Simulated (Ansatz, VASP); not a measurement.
# Two plane-wave programs on BAs

Contents of POSCAR:

```
BAs
1.0
    0.0000000000      2.3677079492      2.3677079492
    2.3677079492      0.0000000000      2.3677079492
    2.3677079492      2.3677079492      0.0000000000
B As
1 1
Direct
    0.0000000000      0.0000000000      0.0000000000
    0.2500000000      0.2500000000      0.2500000000
```

File INCAR.step1:

```
ALGO = Normal
EDIFF = 1E-4
ENCUT = 520
GGA = PE
ISMEAR = 0
LASPH = T
LCHARG = F
LREAL = F
LWAVE = T
NBANDS = 11
NELM = 80
PREC = Accurate
SIGMA = 0.01
```

Contents of INCAR.step2:

```
ALGO = Normal
EDIFF = 1E-7
ENCUT = 520
ISIF = 2
ISMEAR = 0
ISTART = 1
LASPH = T
LCHARG = F
LMIXTAU = T
LREAL = F
LWAVE = F
METAGGA = R2SCAN
NBANDS = 11
NELM = 80
PREC = Accurate
SIGMA = 0.01
```

Contents of KPOINTS:

```
k-points
0
Gamma
  8 8 8
```

Input for Ansatz:

```yaml
crystal:
  lattice:
    - [0.0, 2.3677079492, 2.3677079492]
    - [2.3677079492, 0.0, 2.3677079492]
    - [2.3677079492, 2.3677079492, 0.0]
  atoms:
    - { symbol: B, position: [0.0, 0.0, 0.0] }
    - { symbol: As, position: [0.25, 0.25, 0.25] }
kpoints:
  mp_grid: { grid: [8, 8, 8] }
hamiltonian:
  xc: r2scan
scf:
  occupations: { method: fixed }
  n_extra_bands: 4
output:
  forces: true
  stress: true
  eigenvalues: true
```

Alike in both runs: task single point; functional r2SCAN; k mesh 8 × 8 × 8; no spin polarisation.

|  | VASP | Ansatz |
| --- | --- | --- |
| version | VASP 6.6.1 | Ansatz 0.2.0 |
| potentials or method | VASP PAW PBE potentials, release 64 (B, As) | plane waves, PAW |
| plane-wave cutoff (eV) | 520 | 500 |
| occupations | gaussian, width 0.01 eV | fixed |
| valence electrons in the cell | 8 | 18 |

```csv
,VASP,Ansatz,Ansatz less VASP
gap on the k mesh at the Fermi level (eV),1.35,1.36,+0.001
pressure (GPa),4.9,4.6,-0.32
```

VASP's potentials were made for PBE, not for r2SCAN. VASP's potentials hold 8 valence electrons a cell and Ansatz's 18, so a difference there can come from the potentials and not from the codes.
